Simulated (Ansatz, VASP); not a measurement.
## MgS in VASP and in Ansatz

INCAR

```
SYSTEM = MgS
  ALGO = Normal
  EDIFF = 1E-6
  ENCUT = 520
  GGA = PE
  ISIF = 2
  ISMEAR = 0
  LASPH = .TRUE.
  LCHARG = .TRUE.
  LELF = .TRUE.
  LREAL = .FALSE.
  LVHAR = .TRUE.
  LWAVE = .FALSE.
  NBANDS = 11
  NELM = 60
  PREC = Accurate
  SIGMA = 0.02
```

Contents of KPOINTS:

```
k-points
0
G
  8 8 8
  0 0 0
```

Contents of POSCAR:

```
MgS
1.0
    0.0157804787      2.9374071957      2.9416852070
    2.9239215443      0.0262346916      2.9312309940
    2.9322792484      2.9353106869      0.0178769875
Mg S
1 1
Direct
    0.0059139746      0.0006547552      0.0588838444
    0.7440860254      0.7493452448      0.6911161556
```

Input for Ansatz:

```yaml
crystal:
  lattice:
    - [0.0157804787, 2.9374071957, 2.941685207]
    - [2.9239215443, 0.0262346916, 2.931230994]
    - [2.9322792484, 2.9353106869, 0.0178769875]
  atoms:
    - { symbol: Mg, position: [0.0059139746, 0.0006547552, 0.0588838444] }
    - { symbol: S, position: [0.7440860254, 0.7493452448, 0.6911161556] }
basis:
  ecutwfc: 420
kpoints:
  mp_grid: { grid: [8, 8, 8] }
hamiltonian:
  xc: pbe
scf:
  occupations: { method: gaussian, width: 0.02 }
output:
  forces: true
  stress: true
  eigenvalues: true
```

Change from the starting cell: all atoms moved at random, cell strained at random.

Alike in both runs: task single point; functional PBE; k mesh 8 × 8 × 8; occupations gaussian, width 0.02 eV; no spin polarisation.

```csv
,VASP,Ansatz
version,VASP 6.6.1,Ansatz 0.2.0
potentials or method,"VASP PAW PBE potentials, release 64 (Mg, S), cutoff 520 eV","scalar-relativistic, plane waves, PAW"
valence electrons in the cell,8,16
```

|  | VASP | Ansatz | Ansatz less VASP |
| --- | --- | --- | --- |
| gap on the k mesh at the Fermi level (eV) | 2.47 | 2.47 | +0.003 |
| least direct gap on the mesh (eV) | 2.47 | 2.47 | +0.003 |
| pressure (GPa) | 1.1 | 1.2 | +0.08 |
| traceless stress, the component that is largest in VASP (GPa) | -5.75 | -5.73 | +0.015 |
| rms of the force components (eV/Å) | 1.759 | 1.752 | -0.0079 |

Atom by atom the forces differ by 0.008 eV/Å (rms over components). VASP's potentials hold 8 valence electrons a cell and Ansatz's 16, so a difference there can come from the potentials and not from the codes.
